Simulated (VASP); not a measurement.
# TiAl2 (Cmmm) in VASP: a series of runs, part 2 of 3

VASP 6.6.1. Earlier steps stand in the parts before.

### Step 3. Single point, LDA (15.73 Å³/atom)

File INCAR:

```
PREC = Accurate ; ENCUT = 520
EDIFF = 1E-7 ; ISMEAR = 0
SIGMA = 0.15 ; LREAL = False
LASPH = True ; NELM = 100
ALGO = Fast ; ISIF = 2
LWAVE = False ; LCHARG = False
NBANDS = 27
```

File KPOINTS:

```
Automatic mesh
0
Gamma
  12 12 12
```

File POSCAR:

```
TiAl2
1.0
    1.9923323823     -6.1605057634      0.0000000000
    1.9923323823      6.1605057634      0.0000000000
    0.0000000000      0.0000000000      3.8435607240
Ti Al
2 4
Direct
    0.6560576955      0.3439423045      0.0000000000
    0.3439423045      0.6560576955      0.0000000000
    0.0000000000      0.0000000000      0.0000000000
    0.8269820961      0.1730179039      0.5000000000
    0.1730179039      0.8269820961      0.5000000000
    0.5000000000      0.5000000000      0.5000000000
```

Potentials or basis: VASP PAW LDA potentials, release 64 (Ti_sv, Al).

The run is started by

```
$ cat potpaw_LDA.64/Ti_sv/POTCAR potpaw_LDA.64/Al/POTCAR > POTCAR
$ mpirun -np 1 vasp_std > vasp.out
```

Wall time 23 min (1 thread of Intel Xeon 6975P-C (Granite Rapids), shared host); peak memory 0.68 GiB.

It converged, with:

| Quantity | Value |
| --- | --- |
| Free energy | -36.4595 eV |
| Pressure | -4.2 GPa |
| Largest force | 0.147 eV/Å |
| Band gap on the k mesh | zero (bands 18 and 19 overlap by 1.60 eV) |

Forces in eV/Å, atoms in the order of the input:
```
Ti   0.000  0.147  0.000
Ti   0.000 -0.147  0.000
Al   0.000  0.000  0.000
Al   0.000  0.085  0.000
Al   0.000 -0.085  0.000
Al   0.000  0.000  0.000
```

Stress tensor (GPa, compression positive):
```
-6.18  0.00  0.00
 0.00 -6.62  0.00
 0.00  0.00  0.06
```

Levels at points of the mesh, in eV from the Fermi level:
```csv
k point,band 16,band 17,band 18,band 19,band 20,band 21
"(0.00, 0.00, 0.00)",-0.69,-0.63,-0.30,0.40,0.68,0.73
"(0.50, 0.00, 0.00)",-1.05,-1.01,-0.06,0.85,1.08,1.23
"(0.50, 0.50, 0.00)",-1.32,-0.69,-0.42,0.28,1.03,1.13
"(0.00, 0.00, 0.50)",-1.00,-0.29,0.06,0.44,1.00,1.21
"(0.50, 0.00, 0.50)",-1.76,-1.58,-1.19,-0.59,1.15,1.33
"(0.50, 0.50, 0.50)",-0.86,-0.16,0.64,1.05,1.37,1.62
```

Caveat: the cell stands under tension.

### Step 4. Single point, LDA (16.93 Å³/atom)

This run uses another cell than the first one, of 16.93 Å³/atom.

File INCAR:

```
PREC = Accurate ; ENCUT = 520
EDIFF = 1E-7 ; ISMEAR = 0
SIGMA = 0.15 ; LREAL = False
LASPH = True ; NELM = 80
ALGO = Fast ; ISIF = 2
LWAVE = False ; LCHARG = False
GGA = CA ; NBANDS = 27
```

File KPOINTS:

```
regular mesh
0
Gamma
  12 12 12
```

POSCAR: that of step 3 with these lines changed.

```diff
@@ -2,5 +2,5 @@
 1.0
-    1.9923323823     -6.1605057634      0.0000000000
-    1.9923323823      6.1605057634      0.0000000000
-    0.0000000000      0.0000000000      3.8435607240
+    1.9531903419     -6.0394743696      0.0000000000
+    1.9531903419      6.0394743696      0.0000000000
+    0.0000000000      0.0000000000      4.3066254198
 Ti Al
```

Potentials or basis: VASP PAW LDA potentials, release 64 (Ti_sv, Al).

The run is started by

```
$ cat potpaw_LDA.64/Ti_sv/POTCAR potpaw_LDA.64/Al/POTCAR > POTCAR
$ mpirun -np 1 vasp_std > vasp.out
```

OUTCAR:

```text
PREC = Accurate
   ENCUT = 520
   EDIFF = 1E-7
   ISMEAR = 0
   LREAL = False
   LASPH = True
   NELM = 80
   ISIF = 2
   GGA = CA

 ion  position               nearest neighbor table
   1  0.656  0.344  0.000-   3 2.71   3 2.71   6 2.86   6 2.86   5 2.91   5 2.91   5 2.91   5 2.91
                             4 2.98   4 2.98
   2  0.344  0.656  0.000-   3 2.71   3 2.71   6 2.86   6 2.86   4 2.91   4 2.91   4 2.91   4 2.91
                             5 2.98   5 2.98
   3  0.000  0.000  0.000-   1 2.71   2 2.71   1 2.71   2 2.71   6 2.91   6 2.91   6 2.91   6 2.91
                             4 3.00   4 3.00   5 3.00   5 3.00
   4  0.827  0.173  0.500-   5 2.70   5 2.70   6 2.86   6 2.86   2 2.91   2 2.91   2 2.91   2 2.91
                             1 2.98   1 2.98   3 3.00   3 3.00
   5  0.173  0.827  0.500-   4 2.70   4 2.70   6 2.86   6 2.86   1 2.91   1 2.91   1 2.91   1 2.91
                             2 2.98   2 2.98   3 3.00   3 3.00
   6  0.500  0.500  0.500-   5 2.86   4 2.86   5 2.86   4 2.86   1 2.86   2 2.86   1 2.86   2 2.86
                             3 2.91   3 2.91   3 2.91   3 2.91

  LATTYP: Found a base centered orthorhombic cell.
 ALAT       =     3.9063806838
 B/A-ratio  =     3.0921074306
 C/A-ratio  =     1.1024592246

  Lattice vectors:
[... 193 lines left out ...]
 Fermi energy:         7.6680647313

 k-point     1 :       0.0000    0.0000    0.0000
  band No.  band energies     occupation
      1     -48.5187      2.00000
      2     -48.4883      2.00000
      3     -25.2762      2.00000
      4     -25.2436      2.00000
      5     -25.1901      2.00000
      6     -25.1616      2.00000
[... 709 lines left out ...]
     26      10.4128      0.00000
     27      11.1696      0.00000

 [... further k-points ...]

------------------------ aborting loop because EDIFF is reached ----------------------------------------

  FORCE on cell =-STRESS in cart. coord.  units (eV):
  Direction    XX          YY          ZZ          XY          YZ          ZX
  --------------------------------------------------------------------------------------
  -------------------------------------------------------------------------------------
  Total       -4.7691425     -4.5541121    -10.2845505     -0.0000000      0.0000000      0.0000000
  in kB      -75.2038501    -71.8130695   -162.1754426     -0.0000000      0.0000000      0.0000000
  external PRESSURE =    -103.0641207 kB  Pullay stress =       0.0000000 kB

 VOLUME and BASIS-vectors are now :
 -----------------------------------------------------------------------------
  energy-cutoff  :      520.00
  volume of cell :      101.60
      direct lattice vectors                 reciprocal lattice vectors
     1.953190342 -6.039474370  0.000000000     0.255991436 -0.082788662  0.000000000
     1.953190342  6.039474370  0.000000000     0.255991436  0.082788662  0.000000000
     0.000000000  0.000000000  4.306625420     0.000000000  0.000000000  0.232200366

 POSITION                                       TOTAL-FORCE (eV/Angst)
 -----------------------------------------------------------------------------------
      1.95319     -1.88501      0.00000         0.000000     -0.178593      0.000000
      1.95319      1.88501      0.00000         0.000000      0.178593      0.000000
      0.00000      0.00000      0.00000         0.000000      0.000000      0.000000
      1.95319     -3.94960      2.15331         0.000000      0.054755      0.000000
      1.95319      3.94960      2.15331         0.000000     -0.054755      0.000000
      1.95319      0.00000      2.15331         0.000000      0.000000      0.000000
 -----------------------------------------------------------------------------------
    total drift:                                0.000000      0.000000      0.000000

  FREE ENERGIE OF THE ION-ELECTRON SYSTEM (eV)
  ---------------------------------------------------
  free  energy   TOTEN  =       -36.0359190445 eV

  energy  without entropy=      -36.0053583399  energy(sigma->0) =      -36.02063869
```

stdout:

```text
POSCAR found type information on POSCAR TiAl
 POSCAR found :  2 types and       6 ions
 scaLAPACK will be used
 LDA part: xc-table for (Slater(with rela. corr.)+CA(PZ))
[... 64 lines left out ...]
WARNING in EDDRMM: call to ZHEGV failed, returncode =   6  3      8
 num prob  num prob  num prob  num prob  num prob  num prob  num prob  num prob  num prob WARNING in EDDRMM: call to ZHEGV failed, returncode =   8  4      8
 num prob WARNING in EDDRMM: call to ZHEGV failed, returncode =   6  3      8
 num prob  num prob  num prob WARNING in EDDRMM: call to ZHEGV failed, returncode =   6  3     24
 num prob  num prob  num prob  num prob  num pro
```

Wall time 41 min (1 thread of AMD EPYC 9R45 (Zen 5), shared host); peak memory 0.7 GiB.

What came out:

- Free energy: -36.0359 eV
- Pressure: -10.3 GPa
- Largest force: 0.179 eV/Å
- Band gap on the k mesh: zero (bands 18 and 19 overlap by 1.01 eV)

Forces in eV/Å, atoms in the order of the input:
```
Ti   0.000 -0.179  0.000
Ti   0.000  0.179  0.000
Al   0.000  0.000  0.000
Al   0.000  0.055  0.000
Al   0.000 -0.055  0.000
Al   0.000  0.000  0.000
```

Stress tensor (GPa, compression positive):
```
 -7.52   0.00   0.00
  0.00  -7.18   0.00
  0.00   0.00 -16.22
```

Caveat: the cell stands under tension.

### Step 5. Single point, LDA (16.93 Å³/atom)

This run uses another cell than the first one, of 16.93 Å³/atom.

File INCAR:

```
SYSTEM = TiAl2
PREC     = Accurate       ! precision mode
ENCUT    = 520            ! plane-wave cutoff, eV
EDIFF    = 1E-7           ! SCF threshold, eV
ISMEAR   = 0              ! smearing method
SIGMA    = 0.15           ! smearing width, eV
LREAL    = .FALSE.        ! projectors in reciprocal space
LASPH    = .TRUE.         ! aspherical terms in the spheres
NELM     = 100            ! most SCF steps
ALGO     = Fast           ! electronic algorithm
ISIF     = 2              ! what is computed and relaxed
LWAVE    = .FALSE.        ! write WAVECAR
LCHARG   = .FALSE.        ! write CHGCAR
NBANDS   = 27             ! bands
```

File KPOINTS:

```
regular mesh
0
G
  12 12 12
  0 0 0
```

POSCAR: that of step 4 with these lines changed.

```diff
@@ -2,5 +2,5 @@
 1.0
-    1.9531903419     -6.0394743696      0.0000000000
-    1.9531903419      6.0394743696      0.0000000000
-    0.0000000000      0.0000000000      4.3066254198
+    2.0604099557     -6.3710089339      0.0000000000
+    2.0604099557      6.3710089339      0.0000000000
+    0.0000000000      0.0000000000      3.8700712119
 Ti Al
```

The run is started by

```
$ cat potpaw_LDA.64/Ti_sv/POTCAR potpaw_LDA.64/Al/POTCAR > POTCAR
$ mpirun -np 1 vasp_std > vasp.out
```

It took 43 min on 1 thread of AMD EPYC 9R45 (Zen 5), shared host; peak memory 0.69 GiB.

The run converged. Its results:

```yaml
Free_energy: -36.0321 eV
Pressure: -10.7 GPa
Largest_force: 0.228 eV/Å
Band_gap_on_the_k_mesh: zero (bands 18 and 19 overlap by 1.37 eV)
```

Forces on the atoms (eV/Å):
```
Ti   0.000  0.228  0.000
Ti   0.000 -0.228  0.000
Al   0.000  0.000  0.000
Al   0.000  0.175  0.000
Al   0.000 -0.175  0.000
Al   0.000  0.000  0.000
```

Stress tensor (GPa, compression positive):
```
-13.13   0.00   0.00
  0.00 -13.63   0.00
  0.00   0.00  -5.34
```

Levels at points of the mesh, in eV from the Fermi level:
```tsv
k point	band 14	band 15	band 16	band 17	band 18	band 19	band 20	band 21	band 22	band 23
(0.00, 0.00, 0.00)	-1.67	-1.18	-0.74	-0.63	-0.12	0.40	0.60	0.64	0.68	0.90
(0.50, 0.00, 0.00)	-2.14	-1.11	-0.94	-0.87	0.04	0.82	0.91	1.02	1.10	1.78
(0.50, 0.50, 0.00)	-1.86	-1.27	-1.24	-0.76	-0.29	0.31	0.86	1.02	1.33	1.65
(0.00, 0.00, 0.50)	-2.56	-1.67	-1.00	-0.32	0.06	0.33	0.83	1.05	1.15	1.30
(0.50, 0.00, 0.50)	-3.28	-2.42	-1.73	-1.55	-1.15	-0.59	0.98	1.14	1.15	1.51
(0.50, 0.50, 0.50)	-2.04	-2.02	-0.80	-0.24	0.36	0.93	1.34	1.35	1.45	1.62
```

Caveat: the cell stands under tension.

(Continued in part 3 of 3.)
